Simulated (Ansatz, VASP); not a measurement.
Two plane-wave programs on MgF2

Contents of POSCAR:

```
MgF2
1.0
    4.4499650967      0.0000000000      0.0000000000
    0.0000000000      4.4501507763      0.0000000000
    0.0000000000      0.0000000000      2.9328293811
Mg F
2 4
Direct
    0.5000000000      0.5000000000      0.5000000000
    0.0000000000      0.0000000000      0.0000000000
    0.8010838973      0.1988002470      0.5000000000
    0.1989161027      0.8011997530      0.5000000000
    0.3010838973      0.3011997530      0.0000000000
    0.6989161027      0.6988002470      0.0000000000
```

INCAR.step1

```
  ALGO = Normal
  EDIFF = 1E-5
  ENCUT = 520
  GGA = PE
  GGA_COMPAT = False
  ISIF = 2
  ISMEAR = 0
  KPAR = 4
  LASPH = True
  LCHARG = False
  LREAL = False
  LWAVE = True
  NBANDS = 25
  NELM = 120
  PREC = Accurate
  SIGMA = 0.01
```

INCAR.step2

```
  ALGO = Normal
  EDIFF = 1E-6
  ENCUT = 520
  GGA = PE
  GGA_COMPAT = False
  HFSCREEN = 0.2079
  ISIF = 2
  ISMEAR = 0
  ISTART = 1
  KPAR = 4
  LASPH = True
  LCHARG = False
  LHFCALC = True
  LREAL = False
  LWAVE = False
  NBANDS = 25
  NELM = 120
  PREC = Accurate
  PRECFOCK = Normal
  SIGMA = 0.01
```

Contents of KPOINTS:

```
k-points
0
Gamma
  4 4 6
```

Input for Ansatz:

```yaml
crystal:
  lattice:
    - [4.4499650967, 0.0, 0.0]
    - [0.0, 4.4501507763, 0.0]
    - [0.0, 0.0, 2.9328293811]
  atoms:
    - { symbol: Mg, position: [0.5, 0.5, 0.5] }
    - { symbol: Mg, position: [0.0, 0.0, 0.0] }
    - { symbol: F, position: [0.8010838973, 0.198800247, 0.5] }
    - { symbol: F, position: [0.1989161027, 0.801199753, 0.5] }
    - { symbol: F, position: [0.3010838973, 0.301199753, 0.0] }
    - { symbol: F, position: [0.6989161027, 0.698800247, 0.0] }
kpoints:
  mp_grid: { grid: [4, 4, 6] }
  band_path:
    path:
      - [0.0, 0.0, 0.0]
      - [0.0, 0.5000104313, 0.0]
      - [0.4999895687, 0.5000104313, 0.0]
      - [0.0, 0.0, 0.5]
      - [0.0, 0.5000104313, 0.5]
      - [0.4999895687, 0.5000104313, 0.5]
    npoints: 1
hamiltonian:
  xc: hse06
scf:
  occupations: { method: fixed }
  n_extra_bands: 5
output:
  forces: true
  stress: true
  eigenvalues: true
```

Change from the starting cell: hydrostatic strain -3.7%.

Alike in both runs: task single point; functional HSE06; k mesh 4 × 4 × 6; no spin polarisation.

```csv
,VASP,Ansatz
version,VASP 6.6.1,Ansatz 0.2.0
potentials or method,"VASP PAW PBE potentials, release 64 (Mg, F)","plane waves, PAW"
plane-wave cutoff (eV),520,420
occupations,"gaussian, width 0.01 eV",fixed
valence electrons in the cell,32,48
```

Ansatz gave:

| Quantity | Value |
| --- | --- |
| gap on the k mesh at the Fermi level (eV) | 10.34 |
| pressure (GPa) | 16.6 |
| traceless stress, the component that is largest in VASP (GPa) | 0.78 |
| rms of the force components (eV/Å) | 0.011 |

Question: Which values does VASP return?

Answer: gap on the k mesh at the Fermi level (eV): 10.28; pressure (GPa): 16.4; traceless stress, the component that is largest in VASP (GPa): 0.80; rms of the force components (eV/Å): 0.008.

Atom by atom the forces differ by 0.003 eV/Å (rms over components). VASP's potentials hold 32 valence electrons a cell and Ansatz's 48, so a difference there can come from the potentials and not from the codes. Ansatz's warnings: stress exchange threshold loose, stress scf threshold loose.
